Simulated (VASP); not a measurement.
TaN:

```
Ta N
1.0
     5.30940    0.00000    0.00000
    -2.65470    4.59808    0.00000
     0.00000    0.00000    2.97433
Ta N
3 3
Direct
  0.00000 0.00000 0.00000
  0.33333 0.66667 0.50000
  0.66667 0.33333 0.50000
  0.50000 0.00000 0.00000
  0.50000 0.50000 0.00000
  0.00000 0.50000 0.00000
```

Base run:

| Item | Value |
| --- | --- |
| Program | VASP 6.6.1 |
| Functional | r2SCAN |
| Potentials or basis | VASP PAW PBE potentials, release 64 (Ta_pv, N) |
| Cutoff | 520 eV |
| k mesh | 5 × 5 × 8 |
| Occupations | gaussian, width 0.1 eV |
| Spin | no spin polarisation |

Its results: band gap on the k mesh zero (band 24 reaches 8.44 eV, above the bottom of band 25 at 6.46 eV); pressure -13.9 GPa.

**Question.** The run is repeated on the same cell with these changes: potentials or basis from VASP PAW PBE potentials, release 64 (Ta_pv, N) to VASP PAW PBE potentials, release 64 (Ta_sv_GW, N); cutoff from 520 eV to 660 eV; further incar settings from ALGO = Normal; EDIFF = 1e-07; NBANDS = 33 to ALGO = Normal; EDIFF = 1e-06; NBANDS = 36; valence electrons from 48 to 54. What comes out?

**Answer.** Band gap on the k mesh zero (band 27 reaches 12.18 eV, above the bottom of band 28 at 10.21 eV); pressure -15.2 GPa.

Caveats: the PAW data sets were made with another functional, which shifts forces and pressure a little; spin-orbit coupling is left out, which moves the levels of the heavy elements.
